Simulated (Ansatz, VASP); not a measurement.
## Two plane-wave programs on C

```
C
1.0
     2.57753    0.00000    0.00000
    -1.28877    2.23221    0.00000
     0.00000    0.00000    4.24301
C
4
Direct
  0.33333 0.66667 0.99964
  0.66667 0.33333 0.49964
  0.33333 0.66667 0.37436
  0.66667 0.33333 0.87436
```

Change from the starting cell: strained cell.

Alike in both runs: task relaxation of the atoms; functional PBE; k mesh 9 × 9 × 6; occupations gaussian, width 0.02 eV; no spin polarisation.

|  | VASP | Ansatz |
| --- | --- | --- |
| version | VASP 6.6.1 | Ansatz 0.2.0 |
| potentials or method | VASP PAW PBE potentials, release 64 (C), cutoff 520 eV | scalar-relativistic, plane waves, PAW |
| valence electrons in the cell | 16 | 16 |

Ansatz gave:

- gap on the k mesh at the Fermi level, each at its own relaxed structure (eV): 3.60

Estimate VASP's values.

gap on the k mesh at the Fermi level, each at its own relaxed structure (eV): 3.58.

Ansatz's warnings: stress scf threshold loose.
